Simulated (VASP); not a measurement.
# MgS (Niningerite) (Fm-3m) in VASP: phonons with PBEsol+D3(BJ)

Aim: the phonons of MgS (Niningerite) with PBEsol+D3(BJ).

All numbers are computed with VASP 6.6.1; they aren't measurements. Logs are shortened: lines on timing, memory, paths and dates and some standing lists are left out, and cuts for length are marked.

### Step 1. The cell of the first run

Symmetry: Fm-3m, No. 225, cubic system. Conventional cell: a = 5.203 Å, b = 5.203 Å, c = 5.203 Å, α = 90.00°, β = 90.00°, γ = 90.00°. Mg (site symmetry m-3m) has 6 S at 2.60 Å within 3.4 Å. Within 3.4 Å of S (site symmetry m-3m) lie 6 Mg at 2.60 Å.

### Step 2. Phonons, PBEsol+D3(BJ)

The input, INCAR:

```
SYSTEM = MgS
PREC = Accurate ; ENCUT = 520
EDIFF = 1E-8 ; ISMEAR = 0
SIGMA = 0.01 ; LREAL = .False.
LASPH = .True. ; NELM = 80
ALGO = Normal ; ISIF = 2
LWAVE = .False. ; LCHARG = .False.
GGA = PS ; IVDW = 12
NBANDS = 11 ; IBRION = 6
NFREE = 2 ; POTIM = 0.015
NSW = 1
```

The input, KPOINTS:

```
regular mesh
0
Gamma
  3 3 3
  0 0 0
```

The input, POSCAR:

```
MgS
1.0
    0.0000000000      2.6016500000      2.6016500000
    2.6016500000      0.0000000000      2.6016500000
    2.6016500000      2.6016500000      0.0000000000
Mg S
1 1
Direct
    0.0000000000      0.0000000000      0.0000000000
    0.5000000000      0.5000000000      0.5000000000
```

Potentials or basis: VASP PAW PBE potentials, release 64 (Mg, S).

The run is started by

```console
$ cat potpaw_PBE.64/Mg/POTCAR potpaw_PBE.64/S/POTCAR > POTCAR
$ mpirun -np 1 vasp_std > vasp.out
```

OUTCAR:

```text
SYSTEM = MgS
   PREC = Accurate
   ENCUT = 520
   EDIFF = 1E-8
   ISMEAR = 0
   LREAL = .False.
   LASPH = .True.
   NELM = 80
   ISIF = 2
   GGA = PS
   IVDW = 12
   IBRION = 6
   NFREE = 2
   POTIM = 0.015
   NSW = 1
 IVDW          = 12

 ion  position               nearest neighbor table
   1  0.000  0.000  0.000-   2 2.60   2 2.60   2 2.60   2 2.60   2 2.60   2 2.60
   2  0.500  0.500  0.500-   1 2.60   1 2.60   1 2.60   1 2.60   1 2.60   1 2.60

  LATTYP: Found a face centered cubic cell.
 ALAT       =     5.2033000000

  Lattice vectors:

 A1 = (   0.0000000000,   2.6016500000,   2.6016500000)
 A2 = (   2.6016500000,   0.0000000000,   2.6016500000)
 A3 = (   2.6016500000,   2.6016500000,   0.0000000000)

Analysis of symmetry for initial positions (statically):
=====================================================================
 Subroutine PRICEL returns:
 Original cell was already a primitive cell.

 Routine SETGRP: Setting up the symmetry group for a
 face centered cubic supercell.

 Subroutine GETGRP returns: Found 48 space group operations
 (whereof 48 operations were pure point group operations)
 out of a pool of 48 trial point group operations.

The static configuration has the point symmetry O_h .

Analysis of symmetry for dynamics (positions and initial velocities):
=====================================================================
 Subroutine PRICEL returns:
 Original cell was already a primitive cell.

 Routine SETGRP: Setting up the symmetry group for a
 face centered cubic supercell.

 Subroutine GETGRP returns: Found 48 space group operations
 (whereof 48 operations were pure point group operations)
 out of a pool of 48 trial point group operations.

The dynamic configuration has the point symmetry O_h .

 Subroutine INISYM returns: Found 48 space group operations
 (whereof 48 operations are pure point group operations),
 and found     1 'primitive' translations

----------------------------------------------------------------------------------------

                                     Primitive cell

  volume of cell :      35.2190

  direct lattice vectors                    reciprocal lattice vectors
     0.000000000  2.601650000  2.601650000    -0.192185728  0.192185728  0.192185728
     2.601650000  0.000000000  2.601650000     0.192185728 -0.192185728  0.192185728
     2.601650000  2.601650000  0.000000000     0.192185728  0.192185728 -0.192185728

  length of vectors
     3.679288715  3.679288715  3.679288715     0.332875446  0.332875446  0.332875446

  position of ions in fractional coordinates (direct lattice)
     0.000000000  0.000000000  0.000000000
     0.500000000  0.500000000  0.500000000

  ion indices of the primitive-cell ions
   primitive index   ion index
                 1           1
                 2           2

----------------------------------------------------------------------------------------

 KPOINTS: regular mesh

Automatic generation of k-mesh.
 Grid dimensions read from file:
 generate k-points for:    3    3    3

 Generating k-lattice:

  Cartesian coordinates                     Fractional coordinates (reciprocal lattice)
    -0.064061909  0.064061909  0.064061909     0.333333333  0.000000000  0.000000000
     0.064061909 -0.064061909  0.064061909     0.000000000  0.333333333  0.000000000
     0.064061909  0.064061909 -0.064061909     0.000000000  0.000000000  0.333333333

  Length of vectors
     0.110958482  0.110958482  0.110958482

  Shift w.r.t. Gamma in fractional coordinates (k-lattice)
     0.000000000  0.000000000  0.000000000

 Subroutine IBZKPT returns following result:
 ===========================================

 Found      4 irreducible k-points:

 Following reciprocal coordinates:
            Coordinates               Weight
  0.000000  0.000000  0.000000      1.000000
  0.333333  0.000000  0.000000      8.000000
  0.333333  0.333333  0.000000      6.000000
 -0.333333  0.333333  0.000000     12.000000
   k-points           NKPTS =      4   k-points in BZ     NKDIM =      4   number of bands    NBANDS=     11
   number of dos      NEDOS =    301   number of ions     NIONS =      2
   total plane-waves  NPLWV =  21952
   dimension x,y,z NGX =    28 NGY =   28 NGZ =   28
   dimension x,y,z NGXF=    56 NGYF=   56 NGZF=   56
   ions per type =               1   1
   NGX,Y,Z   is equivalent  to a cutoff of  12.65, 12.65, 12.65 a.u.
   NGXF,Y,Z  is equivalent  to a cutoff of  25.30, 25.30, 25.30 a.u.
 SYSTEM =  MgS
   PREC   = accura    normal or accurate (medium, high low for compatibility)
   ISTART =      0    job   : 0-new  1-cont  2-samecut
   ICHARG =      2    charge: 1-file 2-atom 10-const
   ISPIN  =      1    spin polarized calculation?
   LNONCOLLINEAR =      F non collinear calculations
   LSORBIT =      F    spin-orbit coupling
   LASPH  =      T    aspherical Exc in radial PAW
   ENCUT  =  520.0 eV  38.22 Ry    6.18 a.u.   6.84  6.84  6.84*2*pi/ulx,y,z
   NELM   =     80;   NELMIN=  2; NELMDL= -5     # of ELM steps
   EDIFF  = 0.1E-07   stopping-criterion for ELM
   LREAL  =      F    real-space projection
   EDIFFG = 0.1E-06   stopping-criterion for IOM
   NSW    =     61    number of steps for IOM
   IBRION =      6    ionic relax: 0-MD 1-quasi-New 2-CG
   NFREE  =      2    steps in history (QN), initial steepest desc. (CG)
   ISIF   =      2    stress and relaxation
   ISYM   =      2    0-nonsym 1-usesym 2-fastsym
   POTIM  = 0.0150    time-step for ionic-motion
   TEBEG  =    0.0;   TEEND  =   0.0 temperature during run
   PSTRESS=    0.0 pullay stress
   NELECT =       8.0000    total number of electrons
   NUPDOWN=      -1.0000    fix difference up-down
   EMIN   =  10.00;   EMAX   =-10.00  energy-range for DOS
   EFERMI =   0.00;   METHOD = LEGACY
   ISMEAR =     0;   SIGMA  =   0.01  broadening in eV -4-tet -1-fermi 0-gaus
   EFERMI_NEDOS =   21; number of points for ismear=-14 and -15
   IALGO  =     38    algorithm
   IMIX   =      4    mixing-type and parameters
     AMIX     =   0.40;   BMIX     =  1.00
     AMIX_MAG =   1.60;   BMIX_MAG =  1.00
  volume/ion in A,a.u.               =      17.61       118.83
  Fermi-wavevector in a.u.,A,eV,Ry     =   0.998878  1.887606 13.575323  0.997758
  Thomas-Fermi vector in A             =   2.131131
   LORBIT       =      0    0 simple, 1 ext, 2 COOP (PROOUT), +10 PAW based schemes
   GGA     = PS    functional components
   LHFCALC =     F    Hartree Fock is set to
   AEXX    =    0.0000 exact exchange contribution
   IVDW    =    12    specifies the selected vdW correction
   LEPSILON=     F    determine dielectric tensor
   LRPA    =     F    only Hartree local field effects (RPA)
 finite differences with symmetry
 non-spin polarized calculation
 Gauss-broadening in eV      SIGMA  =   0.01
  energy-cutoff  :      520.00
  volume of cell :       35.22
 maximum number of plane-waves:       955
   NGX = 13   NGY = 13   NGZ = 13

--------------------------------------- Ionic step        1  -------------------------------------------

 number of electron       8.0000000 magnetization

 Free energy of the ion-electron system (eV)
  ---------------------------------------------------
  ext. energy  EPLUGINS =         0.00000000
  ---------------------------------------------------
  free energy    TOTEN  =        -8.82906829 eV

  energy without entropy =       -8.82906829  energy(sigma->0) =       -8.82906829

------------------------ aborting loop because EDIFF is reached ----------------------------------------

 Edisp (eV)   -0.60127

 E8    (eV) :    -0.3739
[... 151 lines left out ...]
--------------------------------------- Ionic step        5  -------------------------------------------

 number of electron       8.0000000 magnetization

 Free energy of the ion-electron system (eV)
  ---------------------------------------------------
  ext. energy  EPLUGINS =         0.00000000
  ---------------------------------------------------
  free energy    TOTEN  =        -8.82877605 eV

  energy without entropy =       -8.82877605  energy(sigma->0) =       -8.82877605

 E-fermi :   3.8893     XC(G=0):  -9.8105

 val. band max:        3.7815648031   @ k =   0.0000   0.0000   0.0000
 cond. band min:       7.3259677066   @ k =   0.0000   0.0000   0.0000
 fundamental gap:      3.5444029035
 Fermi energy:         3.8893022022

 k-point     1 :       0.0000    0.0000    0.0000
  band No.  band energies     occupation
      1      -8.9090      2.00000
      2       3.7812      2.00000
      3       3.7816      2.00000
      4       3.7816      2.00000
      5       7.3260      0.00000
      6      11.5609      0.00000
      7      11.5609      0.00000
      8      11.5613      0.00000
      9      14.0271      0.00000
     10      14.0278      0.00000
     11      15.9948      0.00000
[... 101 lines left out ...]
  FREE ENERGIE OF THE ION-ELECTRON SYSTEM (eV)
  ---------------------------------------------------
  free  energy   TOTEN  =        -9.4300454143 eV

  energy  without entropy=       -9.4300454143  energy(sigma->0) =       -9.43004541

 INTERNAL STRAIN TENSORS FROM DISPLACED ATOMS
 ============================================

 INTERNAL STRAIN TENSOR FOR ION    1 for displacements in x,y,z  (eV/Angst):
          X           Y           Z          XY          YZ          ZX
  --------------------------------------------------------------------------------
  x     0.00000     0.00000     0.00000     0.00000     0.00000     0.00000
  y     0.00000     0.00000     0.00000     0.00000     0.00000     0.00000
  z     0.00000     0.00000     0.00000     0.00000     0.00000     0.00000

 INTERNAL STRAIN TENSOR FOR ION    2 for displacements in x,y,z  (eV/Angst):
          X           Y           Z          XY          YZ          ZX
  --------------------------------------------------------------------------------
  x     0.00000     0.00000     0.00000     0.00000     0.00000     0.00000
  y     0.00000     0.00000     0.00000     0.00000     0.00000     0.00000
  z     0.00000     0.00000     0.00000     0.00000     0.00000     0.00000

 Eigenvectors and eigenvalues of the dynamical matrix
 ----------------------------------------------------

   1 f  =    6.770997 THz    42.543427 2PiTHz  225.856137 cm-1    28.002579 meV
             X         Y         Z           dx          dy          dz
      0.000000  0.000000  0.000000     0.000000    0.754303    0.000000
      2.601650  2.601650  2.601650     0.000000   -0.656526    0.000000
[... 21 lines left out ...]
   6 f/i=    0.000920 THz     0.005780 2PiTHz    0.030686 cm-1     0.003805 meV
             X         Y         Z           dx          dy          dz
      0.000000  0.000000  0.000000     0.000000    0.000000   -0.656526
      2.601650  2.601650  2.601650     0.000000    0.000000   -0.754303

 ELASTIC MODULI CONTR FROM IONIC RELAXATION (kBar)
 Direction    XX          YY          ZZ          XY          YZ          ZX
 --------------------------------------------------------------------------------
 XX           0.0000      0.0000      0.0000      0.0000      0.0000      0.0000
 YY           0.0000      0.0000      0.0000      0.0000      0.0000      0.0000
 ZZ           0.0000      0.0000      0.0000      0.0000      0.0000      0.0000
 XY           0.0000      0.0000      0.0000      0.0000      0.0000      0.0000
 YZ           0.0000      0.0000      0.0000      0.0000      0.0000      0.0000
 ZX           0.0000      0.0000      0.0000      0.0000      0.0000      0.0000
 --------------------------------------------------------------------------------
```

Run time: 7.7 s. Hardware: 1 thread of AMD EPYC 9R45 (Zen 5), shared host; peak memory 0.13 GiB.

Results:

```
Highest phonon frequency at Γ, LO-TO splitting left out : 226 cm⁻¹
Dispersion energy per atom                              : -0.301 eV
```

Phonon frequencies in cm⁻¹ (negative: imaginary):
```
              q point        frequencies
(0.000, 0.000, 0.000)  0 0 0 226 226 226
```

Caveat: the k points lie up to 0.70 Å⁻¹ apart; the cell wasn't relaxed at this level first, which shifts response properties; three body term missing.
